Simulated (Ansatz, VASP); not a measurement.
**One calculation of Sc2SnS, two programs**

Contents of INCAR:

```
ALGO     = Normal         # electronic algorithm
EDIFF    = 1E-6           # SCF threshold, eV
EDIFFG   = -0.04          # ionic threshold
ENCUT    = 600            # plane-wave cutoff, eV
GGA      = PE             # functional
IBRION   = 2              # ionic algorithm
ISIF     = 3              # what is computed and relaxed
ISMEAR   = 0              # smearing method
LASPH    = T              # aspherical terms in the spheres
LCHARG   = F              # write CHGCAR
LREAL    = F              # projectors in reciprocal space
LWAVE    = F              # write WAVECAR
NELM     = 100            # most SCF steps
NSW      = 90             # ionic steps
PREC     = Accurate       # precision mode
SIGMA    = 0.1            # smearing width, eV
```

File KPOINTS:

```
k-points
0
Gamma
  4 4 6
```

POSCAR

```
Sc2SnS
1.0
    4.9804250965      0.0000000000      0.0000000000
    0.0000000000      4.9804250965      0.0000000000
    0.0000000000      0.0000000000      3.7044028267
Sc Sn S
2 1 1
Direct
    0.0000000000      0.5000000000      0.5000000000
    0.5000000000      0.0000000000      0.5000000000
    0.0000000000      0.0000000000      0.0000000000
    0.5000000000      0.5000000000      0.5000000000
```

Input for Ansatz:

```yaml
crystal:
  lattice:
    - [4.9804250965, 0.0, 0.0]
    - [0.0, 4.9804250965, 0.0]
    - [0.0, 0.0, 3.7044028267]
  atoms:
    - { symbol: Sc, position: [0.0, 0.5, 0.5] }
    - { symbol: Sc, position: [0.5, 0.0, 0.5] }
    - { symbol: Sn, position: [0.0, 0.0, 0.0] }
    - { symbol: S, position: [0.5, 0.5, 0.5] }
basis:
  ecutwfc: 420
kpoints:
  mp_grid: { grid: [4, 4, 6] }
hamiltonian:
  xc: pbe
scf:
  occupations: { method: gaussian, width: 0.1 }
  lower_state_search: "off"
output:
  forces: true
  stress: true
  eigenvalues: true
relax:
  adjacent_minimum: "off"
  f_tol: 0.04
  max_steps: 70
  cell: { stress_tol: 0.4 }
```

Alike in both runs: task relaxation of cell and atoms; functional PBE; k mesh 4 × 4 × 6; occupations gaussian, width 0.1 eV; no spin polarisation.

|  | VASP | Ansatz |
| --- | --- | --- |
| version | VASP 6.6.1 | Ansatz 0.2.0 |
| potentials or method | VASP PAW PBE potentials, release 64 (Sc_sv, Sn_d, S), cutoff 600 eV | scalar-relativistic, plane waves, PAW |
| valence electrons in the cell | 42 | 42 |

Ansatz gave:

```
gap on the k mesh at the Fermi level, each at its own relaxed structure (eV)  : none
relaxed volume (Å³/atom)                                                      : 23.25
relaxed length of the cell vector where the two differ most in proportion (Å) : 4.966
```

Estimate VASP's values.

gap on the k mesh at the Fermi level, each at its own relaxed structure (eV): none; relaxed volume (Å³/atom): 23.23; relaxed length of the cell vector where the two differ most in proportion (Å): 4.964.

A gap of «none» marks a metal or a gap that the smearing closes.
